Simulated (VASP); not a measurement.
# NaI (Fm-3m) in VASP: a series of runs, part 2 of 2

VASP 6.6.1. Earlier steps stand in the parts before.

## 3. Single point, r2SCAN

Contents of POSCAR:

```
NaI
1.0
    0.0000000000      3.2297205894      3.2297205894
    3.2297205894      0.0000000000      3.2297205894
    3.2297205894      3.2297205894      0.0000000000
Na I
1 1
Direct
    0.0000000000      0.0000000000      0.0000000000
    0.5000000000      0.5000000000      0.5000000000
```

Contents of INCAR.step1:

```
PREC = Accurate
ENCUT = 520
ISMEAR = 0
SIGMA = 0.01
LREAL = False
LASPH = True
NELM = 60
NBANDS = 14
GGA = PE
ALGO = Normal
EDIFF = 1E-4
LWAVE = True
LCHARG = False
```

Contents of INCAR.step2:

```
PREC = Accurate
ENCUT = 520
EDIFF = 1E-6
ISMEAR = 0
SIGMA = 0.01
LREAL = False
LASPH = True
NELM = 60
ALGO = Normal
ISIF = 2
LWAVE = False
LCHARG = True
METAGGA = R2SCAN
LMIXTAU = True
LELF = True
LVHAR = True
NBANDS = 14
ISTART = 1
```

Contents of KPOINTS:

```
Automatic mesh
0
Gamma
  6 6 6
```

Potentials or basis: VASP PAW PBE potentials, release 64 (Na_pv, I).

Command:

```sh
$ cat potpaw_PBE.64/Na_pv/POTCAR potpaw_PBE.64/I/POTCAR > POTCAR
$ cp INCAR.step1 INCAR
$ mpirun -np 1 vasp_std > vasp.out
$ cp INCAR.step2 INCAR
$ mpirun -np 1 vasp_std > vasp.out
```

OUTCAR:

```text
PREC = Accurate
   ENCUT = 520
   EDIFF = 1E-6
   ISMEAR = 0
   LREAL = False
   LASPH = True
   NELM = 60
   ISIF = 2
   METAGGA = R2SCAN
   ISTART = 1

 ion  position               nearest neighbor table
   1  0.000  0.000  0.000-
   2  0.500  0.500  0.500-

  LATTYP: Found a face centered cubic cell.
 ALAT       =     6.4594411788

  Lattice vectors:

 A1 = (   0.0000000000,   3.2297205894,   3.2297205894)
 A2 = (   3.2297205894,   0.0000000000,   3.2297205894)
 A3 = (   3.2297205894,   3.2297205894,   0.0000000000)

Analysis of symmetry for initial positions (statically):
=====================================================================
 Subroutine PRICEL returns:
 Original cell was already a primitive cell.

 Routine SETGRP: Setting up the symmetry group for a
 face centered cubic supercell.

 Subroutine GETGRP returns: Found 48 space group operations
 (whereof 48 operations were pure point group operations)
 out of a pool of 48 trial point group operations.

The static configuration has the point symmetry O_h .

Analysis of symmetry for dynamics (positions and initial velocities):
=====================================================================
 Subroutine PRICEL returns:
 Original cell was already a primitive cell.

 Routine SETGRP: Setting up the symmetry group for a
 face centered cubic supercell.

 Subroutine GETGRP returns: Found 48 space group operations
 (whereof 48 operations were pure point group operations)
 out of a pool of 48 trial point group operations.

The dynamic configuration has the point symmetry O_h .

 Subroutine INISYM returns: Found 48 space group operations
 (whereof 48 operations are pure point group operations),
 and found     1 'primitive' translations

----------------------------------------------------------------------------------------

                                     Primitive cell

[... 108 lines left out ...]
   AEXX    =    0.0000 exact exchange contribution
   IVDW    =     0    specifies the selected vdW correction
   LEPSILON=     F    determine dielectric tensor
   LRPA    =     F    only Hartree local field effects (RPA)
 non-spin polarized calculation
 Gauss-broadening in eV      SIGMA  =   0.01
  energy-cutoff  :      520.00
  volume of cell :       67.38
 maximum number of plane-waves:      1837
 NGX is ok and might be reduce to    36
   NGX = 17   NGY = 17   NGZ = 17

 number of electron      13.9999994 magnetization

 Free energy of the ion-electron system (eV)
  ---------------------------------------------------
  ext. energy  EPLUGINS =         0.00000000
  ---------------------------------------------------
  free energy    TOTEN  =       -31.08576026 eV

  energy without entropy =      -31.08576026  energy(sigma->0) =      -31.08576026

 E-fermi :   0.6352     XC(G=0):  -8.0951

 val. band max:        0.5234695235   @ k =   0.0000   0.0000   0.0000
 cond. band min:       4.9813933948   @ k =   0.0000   0.0000   0.0000
 fundamental gap:      4.4579238714
 Fermi energy:         0.6351763480

 k-point     1 :       0.0000    0.0000    0.0000
  band No.  band energies     occupation
      1     -22.7213      2.00000
      2     -22.7210      2.00000
      3     -22.7210      2.00000
      4     -10.8386      2.00000
      5       0.5235      2.00000
      6       0.5235      2.00000
      7       0.5235      2.00000
      8       4.9814      0.00000
      9       8.9980      0.00000
     10       8.9981      0.00000
     11       8.9981      0.00000
     12      10.8599      0.00000
     13      10.8599      0.00000
     14      11.6460      0.00000
[... 241 lines left out ...]
      1     -22.7244      2.00000
      2     -22.7233      2.00000
      3     -22.7229      2.00000
      4     -10.4072      2.00000
      5      -1.1906      2.00000
      6      -0.6112      2.00000
      7      -0.3735      2.00000
      8       6.6267      0.00000
      9       7.5333      0.00000
     10       9.7736      0.00000
     11       9.9300      0.00000
     12      13.1515      0.00000
     13      13.9178      0.00000
     14      13.9611      0.00000

------------------------ aborting loop because EDIFF is reached ----------------------------------------

  FORCE on cell =-STRESS in cart. coord.  units (eV):
  Direction    XX          YY          ZZ          XY          YZ          ZX
  --------------------------------------------------------------------------------------
  -------------------------------------------------------------------------------------
  Total       -0.0315365     -0.0315365     -0.0315365      0.0000000      0.0000000      0.0000000
  in kB       -0.7498929     -0.7498929     -0.7498929      0.0000000      0.0000000      0.0000000
  external PRESSURE =      -0.7498929 kB  Pullay stress =       0.0000000 kB

 VOLUME and BASIS-vectors are now :
 -----------------------------------------------------------------------------
  energy-cutoff  :      520.00
  volume of cell :       67.38
      direct lattice vectors                 reciprocal lattice vectors
     0.000000000  3.229720589  3.229720589    -0.154812154  0.154812154  0.154812154
     3.229720589  0.000000000  3.229720589     0.154812154 -0.154812154  0.154812154
     3.229720589  3.229720589  0.000000000     0.154812154  0.154812154 -0.154812154

 POSITION                                       TOTAL-FORCE (eV/Angst)
 -----------------------------------------------------------------------------------
      0.00000      0.00000      0.00000         0.000000     -0.000000     -0.000000
      3.22972      3.22972      3.22972        -0.000000      0.000000      0.000000
 -----------------------------------------------------------------------------------
    total drift:                                0.000000      0.000000      0.000000

  FREE ENERGIE OF THE ION-ELECTRON SYSTEM (eV)
  ---------------------------------------------------
  free  energy   TOTEN  =       -31.0857602624 eV

  energy  without entropy=      -31.0857602624  energy(sigma->0) =      -31.08576026
```

It took 61 s on 1 thread of AMD EPYC 7R13 (Zen 3), shared host; peak memory 0.18 GiB.

What came out:

| Quantity | Value |
| --- | --- |
| Free energy | -31.0858 eV |
| Pressure | -0.1 GPa |
| Band gap on the k mesh | 4.46 eV |

Caveat: the PAW data sets were made with another functional, which shifts forces and pressure a little; spin-orbit coupling is left out, which moves the levels of the heavy elements.
